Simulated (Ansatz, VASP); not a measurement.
Te2Mo in VASP and in Ansatz

Contents of INCAR:

```
SYSTEM = Te2Mo
  PREC = Accurate
  ENCUT = 520
  EDIFF = 1E-7
  ISMEAR = 0
  SIGMA = 0.05
  LREAL = .FALSE.
  LASPH = .TRUE.
  NELM = 80
  ALGO = Normal
  ISIF = 2
  LWAVE = .FALSE.
  LCHARG = .TRUE.
  GGA = PE
  IVDW = 12
  LELF = .TRUE.
  LVHAR = .TRUE.
  NBANDS = 20
```

KPOINTS

```
Automatic mesh
0
G
  9 9 4
  0 0 0
```

File POSCAR:

```
Te2Mo
1.0
    3.4951583719      0.0000000000      0.0000000000
   -1.7475791860      3.0268959403      0.0000000000
    0.0000000000      0.0000000000      7.6245546660
Te Mo
2 1
Direct
    0.3077295460      0.6154590920      0.7614144829
    0.3589371207      0.7178742414      0.2385855171
    0.0000000000      0.0000000000      0.0000000000
```

Input for Ansatz:

```yaml
crystal:
  lattice:
    - [3.4951583719, 0.0, 0.0]
    - [-1.747579186, 3.0268959403, 0.0]
    - [0.0, 0.0, 7.624554666]
  atoms:
    - { symbol: Te, position: [0.307729546, 0.615459092, 0.7614144829] }
    - { symbol: Te, position: [0.3589371207, 0.7178742414, 0.2385855171] }
    - { symbol: Mo, position: [0.0, 0.0, 0.0] }
basis:
  ecutwfc: 420
kpoints:
  mp_grid: { grid: [9, 9, 4] }
hamiltonian:
  xc: pbe
  dispersion: d3bj
scf:
  occupations: { method: gaussian, width: 0.05 }
output:
  forces: true
  stress: true
  eigenvalues: true
  write_density: true
  write_potential: true
  elf: true
  volumetric_format: npy
```

Change from the starting cell: mode 5 frozen in at -0.155 Å, strain +e along z and -e/2 along x and y +0.0000.

Alike in both runs: task single point; functional PBE; dispersion D3(BJ); k mesh 9 × 9 × 4; occupations gaussian, width 0.05 eV; no spin polarisation.

|  | VASP | Ansatz |
| --- | --- | --- |
| version | VASP 6.6.1 | Ansatz 0.2.0 |
| potentials or method | VASP PAW PBE potentials, release 64 (Te, Mo_sv), cutoff 520 eV | scalar-relativistic, plane waves, PAW |
| valence electrons in the cell | 26 | 46 |

Ansatz gave:

| Property | Result |
| --- | --- |
| gap on the k mesh at the Fermi level (eV) | 0.96 |
| least direct gap on the mesh (eV) | 1.14 |
| pressure (GPa) | 0.7 |
| traceless stress, the component that is largest in VASP (GPa) | -7.27 |
| rms of the force components (eV/Å) | 0.476 |

**Question.** Which values does VASP return?

**Answer.** gap on the k mesh at the Fermi level (eV): 0.96; least direct gap on the mesh (eV): 1.14; pressure (GPa): 0.7; traceless stress, the component that is largest in VASP (GPa): -7.26; rms of the force components (eV/Å): 0.476.

Atom by atom the forces differ by 0.006 eV/Å (rms over components). VASP's potentials hold 26 valence electrons a cell and Ansatz's 46, so a difference there can come from the potentials and not from the codes.

Spin-orbit coupling is off throughout.
